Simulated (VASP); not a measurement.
# V (Ia-3) in VASP: further runs

Runs on V. Level: PBE. Tasks: relaxation of cell and atoms, single point.

Everything below comes from runs of VASP 6.6.1. Logs are shortened: lines on timing, memory, paths and dates and some standing lists are left out, and cuts for length are marked.

### 1 The cell of the first run

The structure is cubic, space group Ia-3 (No. 206). The conventional cell has a = 6.260 Å, b = 6.260 Å, c = 6.260 Å, α = 90.00°, β = 90.00°, γ = 90.00°. V (site symmetry 3) has 4 V at 2.23 to 2.25 Å within 3.0 Å.

### 2 Relaxation of cell and atoms, PBE

The input, INCAR:

```
SYSTEM = V
PREC     = Accurate       ! precision mode
ENCUT    = 600            ! plane-wave cutoff, eV
EDIFF    = 1E-6           ! SCF threshold, eV
ISMEAR   = 0              ! smearing method
SIGMA    = 0.1            ! smearing width, eV
LREAL    = .FALSE.        ! projectors in reciprocal space
LASPH    = .TRUE.         ! aspherical terms in the spheres
NELM     = 100            ! most SCF steps
ALGO     = Fast           ! electronic algorithm
ISIF     = 3              ! what is computed and relaxed
LWAVE    = .FALSE.        ! write WAVECAR
LCHARG   = .FALSE.        ! write CHGCAR
GGA      = PE             ! functional
IBRION   = 2              ! ionic algorithm
NSW      = 90             ! ionic steps
EDIFFG   = -0.04          ! ionic threshold
```

The input, KPOINTS:

```
Automatic mesh
0
G
  4 4 4
  0 0 0
```

The input, POSCAR:

```
V
1.0
   -3.1298004988      3.1298004988      3.1298004988
    3.1298004988     -3.1298004988      3.1298004988
    3.1298004988      3.1298004988     -3.1298004988
V
8
Direct
    0.2060000000      0.2060000000      0.2060000000
    0.5000000000      0.0000000000      0.2940000000
    0.2940000000      0.5000000000      0.0000000000
    0.0000000000      0.2940000000      0.5000000000
    0.7940000000      0.7940000000      0.7940000000
    0.5000000000      0.0000000000      0.7060000000
    0.7060000000      0.5000000000      0.0000000000
    0.0000000000      0.7060000000      0.5000000000
```

Potentials or basis: VASP PAW PBE potentials, release 64 (V_sv).

Run with:

```
$ cat potpaw_PBE.64/V_sv/POTCAR > POTCAR
$ mpirun -np 1 vasp_std > vasp.out
```

OUTCAR:

```text
SYSTEM = V
   PREC = Accurate
   ENCUT = 600
   EDIFF = 1E-6
   ISMEAR = 0
   LREAL = .FALSE.
   LASPH = .TRUE.
   NELM = 100
   ISIF = 3
   GGA = PE
   IBRION = 2
   NSW = 90
   EDIFFG = -0.04

 ion  position               nearest neighbor table
   1  0.206  0.206  0.206-   5 2.23   3 2.25   4 2.25   2 2.25
   2  0.500  0.000  0.294-   6 2.23   4 2.25   1 2.25   3 2.25
   3  0.294  0.500  0.000-   7 2.23   2 2.25   1 2.25   4 2.25
   4  0.000  0.294  0.500-   8 2.23   3 2.25   1 2.25   2 2.25
   5  0.794  0.794  0.794-   1 2.23   6 2.25   7 2.25   8 2.25
   6  0.500  0.000  0.706-   2 2.23   5 2.25   7 2.25   8 2.25
   7  0.706  0.500  0.000-   3 2.23   5 2.25   8 2.25   6 2.25
   8  0.000  0.706  0.500-   4 2.23   5 2.25   6 2.25   7 2.25

  LATTYP: Found a body centered cubic cell.
 ALAT       =     6.2596009976

  Lattice vectors:

 A1 = (  -3.1298004988,   3.1298004988,   3.1298004988)
 A2 = (   3.1298004988,  -3.1298004988,   3.1298004988)
 A3 = (   3.1298004988,   3.1298004988,  -3.1298004988)

Analysis of symmetry for initial positions (statically):
=====================================================================
 Subroutine PRICEL returns:
 Original cell was already a primitive cell.

 Routine SETGRP: Setting up the symmetry group for a
 body centered cubic supercell.

 Subroutine GETGRP returns: Found 24 space group operations
 (whereof  6 operations were pure point group operations)
 out of a pool of 48 trial point group operations.

The static configuration has the point symmetry S_6 .
 The point group associated with its full space group is T_h .

Analysis of symmetry for dynamics (positions and initial velocities):
=====================================================================
 Subroutine PRICEL returns:
 Original cell was already a primitive cell.

 Routine SETGRP: Setting up the symmetry group for a
 body centered cubic supercell.

 Subroutine GETGRP returns: Found 24 space group operations
 (whereof  6 operations were pure point group operations)
 out of a pool of 48 trial point group operations.

The dynamic configuration has the point symmetry S_6 .
 The point group associated with its full space group is T_h .

 Subroutine INISYM returns: Found 24 space group operations
 (whereof  6 operations are pure point group operations),
 and found     1 'primitive' translations

----------------------------------------------------------------------------------------

                                     Primitive cell

  volume of cell :     122.6337

  direct lattice vectors                    reciprocal lattice vectors
    -3.129800499  3.129800499  3.129800499     0.000000000  0.159754591  0.159754591
     3.129800499 -3.129800499  3.129800499     0.159754591  0.000000000  0.159754591
     3.129800499  3.129800499 -3.129800499     0.159754591  0.159754591  0.000000000

  length of vectors
     5.420973481  5.420973481  5.420973481     0.225927110  0.225927110  0.225927110

  position of ions in fractional coordinates (direct lattice)
     0.206000000  0.206000000  0.206000000
     0.500000000  0.000000000  0.294000000
     0.294000000  0.500000000  0.000000000
     0.000000000  0.294000000  0.500000000
     0.794000000  0.794000000  0.794000000
     0.500000000  0.000000000  0.706000000
     0.706000000  0.500000000  0.000000000
     0.000000000  0.706000000  0.500000000

  ion indices of the primitive-cell ions
   primitive index   ion index
                 1           1
                 2           2
                 3           3
                 4           4
                 5           5
                 6           6
                 7           7
                 8           8

----------------------------------------------------------------------------------------

 KPOINTS: Automatic mesh

Automatic generation of k-mesh.
 Grid dimensions read from file:
 generate k-points for:    4    4    4

 Generating k-lattice:

  Cartesian coordinates                     Fractional coordinates (reciprocal lattice)
     0.000000000  0.039938648  0.039938648     0.250000000  0.000000000  0.000000000
     0.039938648  0.000000000  0.039938648     0.000000000  0.250000000  0.000000000
     0.039938648  0.039938648  0.000000000     0.000000000  0.000000000  0.250000000

  Length of vectors
     0.056481777  0.056481777  0.056481777

  Shift w.r.t. Gamma in fractional coordinates (k-lattice)
     0.000000000  0.000000000  0.000000000

 Subroutine IBZKPT returns following result:
 ===========================================

 Found      8 irreducible k-points:

 Following reciprocal coordinates:
            Coordinates               Weight
  0.000000  0.000000  0.000000      1.000000
  0.250000  0.000000  0.000000     12.000000
  0.500000  0.000000  0.000000      6.000000
  0.250000  0.250000  0.000000     24.000000
  0.250000  0.250000  0.250000      2.000000
 -0.250000  0.250000  0.250000      6.000000
  0.500000  0.500000  0.250000     12.000000
  0.500000  0.500000  0.500000      1.000000
   k-points           NKPTS =      8   k-points in BZ     NKDIM =      8   number of bands    NBANDS=     62
   number of dos      NEDOS =    301   number of ions     NIONS =      8
   total plane-waves  NPLWV = 110592
   dimension x,y,z NGX =    48 NGY =   48 NGZ =   48
   dimension x,y,z NGXF=    96 NGYF=   96 NGZF=   96
   ions per type =               8
   NGX,Y,Z   is equivalent  to a cutoff of  14.72, 14.72, 14.72 a.u.
   NGXF,Y,Z  is equivalent  to a cutoff of  29.44, 29.44, 29.44 a.u.
 SYSTEM =  V
   PREC   = accura    normal or accurate (medium, high low for compatibility)
   ISTART =      0    job   : 0-new  1-cont  2-samecut
   ICHARG =      2    charge: 1-file 2-atom 10-const
   ISPIN  =      1    spin polarized calculation?
   LNONCOLLINEAR =      F non collinear calculations
   LSORBIT =      F    spin-orbit coupling
   LASPH  =      T    aspherical Exc in radial PAW
   ENCUT  =  600.0 eV  44.10 Ry    6.64 a.u.  10.83 10.83 10.83*2*pi/ulx,y,z
   NELM   =    100;   NELMIN=  2; NELMDL= -5     # of ELM steps
   EDIFF  = 0.1E-05   stopping-criterion for ELM
   LREAL  =      F    real-space projection
   EDIFFG = -.4E-01   stopping-criterion for IOM
   NSW    =     90    number of steps for IOM
   IBRION =      2    ionic relax: 0-MD 1-quasi-New 2-CG
   NFREE  =      1    steps in history (QN), initial steepest desc. (CG)
   ISIF   =      3    stress and relaxation
   ISYM   =      2    0-nonsym 1-usesym 2-fastsym
   POTIM  = 0.5000    time-step for ionic-motion
   TEBEG  =    0.0;   TEEND  =   0.0 temperature during run
   PSTRESS=    0.0 pullay stress
   NELECT =     104.0000    total number of electrons
   NUPDOWN=      -1.0000    fix difference up-down
   EMIN   =  10.00;   EMAX   =-10.00  energy-range for DOS
   EFERMI =   0.00;   METHOD = LEGACY
   ISMEAR =     0;   SIGMA  =   0.10  broadening in eV -4-tet -1-fermi 0-gaus
   EFERMI_NEDOS =   21; number of points for ismear=-14 and -15
   IALGO  =     68    algorithm
   IMIX   =      4    mixing-type and parameters
     AMIX     =   0.40;   BMIX     =  1.00
     AMIX_MAG =   1.60;   BMIX_MAG =  1.00
  volume/ion in A,a.u.               =      15.33       103.45
  Fermi-wavevector in a.u.,A,eV,Ry     =   1.549587  2.928295 32.670579  2.401220
  Thomas-Fermi vector in A             =   2.654373
   LORBIT       =      0    0 simple, 1 ext, 2 COOP (PROOUT), +10 PAW based schemes
   GGA     = PE    functional components
   LHFCALC =     F    Hartree Fock is set to
   AEXX    =    0.0000 exact exchange contribution
   IVDW    =     0    specifies the selected vdW correction
   LEPSILON=     F    determine dielectric tensor
   LRPA    =     F    only Hartree local field effects (RPA)
 conjugate gradient relaxation of ions
 non-spin polarized calculation
 RMM-DIIS sequential band-by-band and
 Gauss-broadening in eV      SIGMA  =   0.10
  energy-cutoff  :      600.00
  volume of cell :      122.63
 maximum number of plane-waves:      4124
 NGX is ok and might be reduce to    48
   NGX = 21   NGY = 21   NGZ = 21

--------------------------------------- Ionic step        1  -------------------------------------------

 number of electron     103.9999988 magnetization

 Free energy of the ion-electron system (eV)
  ---------------------------------------------------
  ext. energy  EPLUGINS =         0.00000000
  ---------------------------------------------------
  free energy    TOTEN  =       -58.24811966 eV

  energy without entropy =      -58.19329806  energy(sigma->0) =      -58.22070886

------------------------ aborting loop because EDIFF is reached ----------------------------------------

  FORCE on cell =-STRESS in cart. coord.  units (eV):
  Direction    XX          YY          ZZ          XY          YZ          ZX
  --------------------------------------------------------------------------------------
  -------------------------------------------------------------------------------------
  Total        5.9414002      5.9414002      5.9414002      0.0000000      0.0000000      0.0000000
  in kB       77.6228232     77.6228232     77.6228232      0.0000000      0.0000000      0.0000000
  external PRESSURE =      77.6228232 kB  Pullay stress =       0.0000000 kB
[... 237 lines left out ...]
  energy  without entropy=      -60.6750842237  energy(sigma->0) =      -60.71065307

--------------------------------------- Ionic step        7  -------------------------------------------

 number of electron     104.0000015 magnetization

 Free energy of the ion-electron system (eV)
  ---------------------------------------------------
  ext. energy  EPLUGINS =         0.00000000
  ---------------------------------------------------
  free energy    TOTEN  =       -60.75187514 eV

  energy without entropy =      -60.67990916  energy(sigma->0) =      -60.71589215

 E-fermi :   8.2748     XC(G=0): -11.9300

 val. band max:        8.2223036908   @ k =   0.5000   0.0000   0.0000
 cond. band min:       8.2779552548   @ k =   0.5000   0.5000   0.5000
 fundamental gap:      0.0556515640
 Fermi energy:         8.2748338770

 k-point     1 :       0.0000    0.0000    0.0000
  band No.  band energies     occupation
      1     -55.7886      2.00000
      2     -55.7311      2.00000
      3     -55.3777      2.00000
      4     -55.3777      2.00000
      5     -55.3777      2.00000
      6     -55.3327      2.00000
[... 544 lines left out ...]
  FREE ENERGIE OF THE ION-ELECTRON SYSTEM (eV)
  ---------------------------------------------------
  free  energy   TOTEN  =       -60.7518751378 eV

  energy  without entropy=      -60.6799091646  energy(sigma->0) =      -60.71589215

 reached required accuracy - stopping structural energy minimisation
```

Run time: 22 min. Hardware: 1 thread of Intel Xeon 8259CL, shared host; peak memory 0.35 GiB.

What came out:

```
Free energy                           : -60.7519 eV
Relaxed volume                        : 15.59 Å³/atom
Relaxed cell                          : a = 5.452 Å, b = 5.452 Å, c = 5.452 Å, α = 109.47°, β = 109.47°, γ = 109.47°
Space group after relaxing (to 0.1 Å) : Ia-3d (No. 230)
Energy gained by relaxing             : 313.0 meV/atom
Ionic steps                           : 7
Pressure after relaxing               : -0.1 GPa
Largest force after relaxing          : 0.018 eV/Å
Band gap on the k mesh                : zero (bands 52 and 53 overlap by 0.55 eV)
```

Forces on the atoms (eV/Å):
```
V    0.010  0.010  0.010
V   -0.010 -0.010  0.010
V    0.010 -0.010 -0.010
V   -0.010  0.010 -0.010
V   -0.010 -0.010 -0.010
V    0.010  0.010 -0.010
V   -0.010  0.010  0.010
V    0.010 -0.010  0.010
```

The path:
| step | energy change (eV) | largest force (eV/Å) | pressure (GPa) | volume (Å³) |
| --- | --- | --- | --- | --- |
| 1 | 0.0000 | 2.5594 | 7.76 | 122.63 |
| 2 | -1.7245 | 0.9533 | -7.03 | 136.29 |
| 3 | -1.7458 | 0.8137 | -8.18 | 137.80 |
| 4 | -2.4829 | 0.2168 | -0.77 | 125.54 |
| 5 | -2.4983 | 0.0863 | 0.88 | 123.67 |
| 6 | -2.4981 | 0.1070 | 0.67 | 123.95 |
| 7 | -2.5038 | 0.0179 | -0.13 | 124.75 |

Final structure:
```yaml
crystal:
  lattice:
    - [-3.14767, 3.14767, 3.14767]
    - [3.14767, -3.14767, 3.14767]
    - [3.14767, 3.14767, -3.14767]
  atoms:
    - { symbol: V, position: [0.24967, 0.24967, 0.24967] }
    - { symbol: V, position: [0.50000, 0.00000, 0.25033] }
    - { symbol: V, position: [0.25033, 0.50000, 0.00000] }
    - { symbol: V, position: [0.00000, 0.25033, 0.50000] }
    - { symbol: V, position: [0.75033, 0.75033, 0.75033] }
    - { symbol: V, position: [0.50000, 0.00000, 0.74967] }
    - { symbol: V, position: [0.74967, 0.50000, 0.00000] }
    - { symbol: V, position: [0.00000, 0.74967, 0.50000] }
```

Levels at points of the mesh, in eV from the Fermi level:
| k point | band 50 | band 51 | band 52 | band 53 | band 54 | band 55 |
| --- | --- | --- | --- | --- | --- | --- |
| (0.00, 0.00, 0.00) | -0.58 | -0.53 | -0.53 | -0.53 | -0.25 | 0.45 |
| (0.50, 0.00, 0.00) | -0.59 | -0.05 | -0.05 | 0.22 | 0.22 | 0.37 |
| (0.50, 0.50, 0.50) | 0.00 | 0.00 | 0.01 | 0.01 | 0.01 | 0.01 |

[end of part 1 of 2]
